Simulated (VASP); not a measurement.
Set up this calculation in VASP 6.6.1, as the native input.

```
Task                   : relaxation of cell and atoms
Functional             : LDA
Potentials or basis    : VASP PAW LDA potentials, release 64 (In_d, As)
Cutoff                 : 600 eV
k mesh                 : 14 × 14 × 14
Occupations            : fermi-dirac, width 0.08 eV
Spin                   : no spin polarisation
Dipole correction      : no
Further INCAR settings : ALGO = Normal; EDIFF = 1e-07; IBRION = 2; EDIFFG = -0.002; NSW = 100; ISIF = 3
```

The structure of InAs lies in POSCAR:

```
InAs
1.0
    0.0000000000      3.0180000000      3.0180000000
    3.0180000000      0.0000000000      3.0180000000
    3.0180000000      3.0180000000      0.0000000000
In As
1 1
Direct
    0.0000000000      0.0000000000      0.0000000000
    0.7500000000      0.7500000000      0.7500000000
```

One way to write it, as run:

INCAR

```
PREC = Accurate ; ENCUT = 600
EDIFF = 1E-7 ; ISMEAR = -1
SIGMA = 0.08 ; LREAL = False
LASPH = True ; NELM = 80
ALGO = Normal ; ISIF = 3
LWAVE = False ; LCHARG = False
IBRION = 2 ; NSW = 100
EDIFFG = -0.002
```

KPOINTS

```
regular mesh
0
Gamma
  14 14 14
```

Potentials or basis: VASP PAW LDA potentials, release 64 (In_d, As).

Command:

```console
$ cat potpaw_LDA.64/In_d/POTCAR potpaw_LDA.64/As/POTCAR > POTCAR
$ mpirun -np 1 vasp_std > vasp.out
```

It gave:

The relaxed volume is 27.43 Å³/atom, the relaxed cell is a = 4.265 Å, b = 4.265 Å, c = 4.265 Å, α = 60.00°, β = 60.00°, γ = 60.00° and the space group after relaxing (to 0.1 Å) is F-43m (No. 216). The energy gained by relaxing is 0.0 meV/atom. The ionic steps are 3. The pressure after relaxing is 0.0 GPa. The band gap on the k mesh is zero (filled and empty bands touch).

Caveat: semilocal functionals underestimate gaps, so a narrow gap can read as zero; spin-orbit coupling is left out, which moves the levels of the heavy elements.

Run time: 3.4 min on 1 thread of Intel Xeon 8259CL, on a shared host, peak memory 0.26 GiB.
